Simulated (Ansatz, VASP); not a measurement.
# One calculation of Sn, two programs

Contents of INCAR:

```
PREC = Accurate ; ENCUT = 520
EDIFF = 1E-6 ; ISMEAR = 0
SIGMA = 0.15 ; LREAL = False
LASPH = True ; NELM = 80
ALGO = Fast ; ISIF = 2
LWAVE = False ; LCHARG = False
GGA = PS ; NBANDS = 21
```

KPOINTS

```
Automatic mesh
0
Gamma
  20 20 12
```

Contents of POSCAR:

```
Sn
1.0
   -1.8723950223      1.8723950223      1.8723950223
    1.8723950223     -1.8723950223      1.8723950223
    3.7447900446      3.7447900446      0.0000000000
Sn
2
Direct
   -0.0377648292      0.0377648292      0.0000000000
    0.5377648292      0.4622351708      0.5000000000
```

Input for Ansatz:

```yaml
crystal:
  lattice:
    - [-1.8723950223, 1.8723950223, 1.8723950223]
    - [1.8723950223, -1.8723950223, 1.8723950223]
    - [3.7447900446, 3.7447900446, 0.0]
  atoms:
    - { symbol: Sn, position: [-0.0377648292, 0.0377648292, 0.0] }
    - { symbol: Sn, position: [0.5377648292, 0.4622351708, 0.5] }
basis:
  ecutwfc: 420
kpoints:
  mp_grid: { grid: [20, 20, 12] }
hamiltonian:
  xc: pbesol
scf:
  occupations: { method: gaussian, width: 0.15 }
output:
  forces: true
  stress: true
  eigenvalues: true
```

Change from the starting cell: mode 1 (-4.3 1/cm) frozen in, largest displacement -0.200 Å.

Alike in both runs: task single point; functional PBEsol; k mesh 20 × 20 × 12; occupations gaussian, width 0.15 eV; no spin polarisation.

|  | VASP | Ansatz |
| --- | --- | --- |
| version | VASP 6.6.1 | Ansatz 0.2.0 |
| potentials or method | VASP PAW PBE potentials, release 64 (Sn_d), cutoff 520 eV | scalar-relativistic, plane waves, PAW |
| valence electrons in the cell | 28 | 28 |

Ansatz gave:

| Item | Value |
| --- | --- |
| gap on the k mesh at the Fermi level (eV) | none |
| pressure (GPa) | -0.2 |
| traceless stress, the component that is largest in VASP (GPa) | -0.10 |
| rms of the force components (eV/Å) | 0.005 |

Problem. Which values does VASP return?

Solution. gap on the k mesh at the Fermi level (eV): none; pressure (GPa): -0.3; traceless stress, the component that is largest in VASP (GPa): -0.10; rms of the force components (eV/Å): 0.005.

VASP's potentials were made for PBE, not for PBEsol. Atom by atom the forces differ by 0.000 eV/Å (rms over components). A gap of «none» marks a metal or a gap that the smearing closes.
